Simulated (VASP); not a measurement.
A run of VASP 6.6.1 is set up as follows.

The input INCAR:

```
SYSTEM = Ge
ALGO     = Normal         ! electronic algorithm
EDIFF    = 1E-7           ! SCF threshold, eV
ENCUT    = 520            ! plane-wave cutoff, eV
GGA      = PE             ! functional
ISIF     = 2              ! what is computed and relaxed
ISMEAR   = 0              ! smearing method
LASPH    = .TRUE.         ! aspherical terms in the spheres
LCHARG   = .FALSE.        ! write CHGCAR
LREAL    = .FALSE.        ! projectors in reciprocal space
LWAVE    = .FALSE.        ! write WAVECAR
NBANDS   = 21             ! bands
NELM     = 80             ! most SCF steps
PREC     = Accurate       ! precision mode
SIGMA    = 0.01           ! smearing width, eV
```

Contents of KPOINTS:

```
k-points
0
G
  6 6 6
  0 0 0
```

File POSCAR:

```
Ge
1.0
    3.9057878000      0.0000000000      0.0000000000
    1.9528939000      3.3825114566      0.0000000000
    1.9528939000      1.1275038189      3.1890623845
Ge
2
Direct
    0.0000000000      0.0000000000      0.0000000000
    0.2500000000      0.2500000000      0.2500000000
```

Potentials or basis: VASP PAW PBE potentials, release 64 (Ge_d).

The run is started by

```console
$ cat potpaw_PBE.64/Ge_d/POTCAR > POTCAR
$ mpirun -np 1 vasp_std > vasp.out
```

Estimate the pressure.

9.9 GPa.

Estimate the band gap on the k mesh.

0.41 eV, indirect (least direct gap 0.71 eV).

A k mesh can miss the band edges. A hybrid or GW would open this gap; PBE tends to underestimate it.
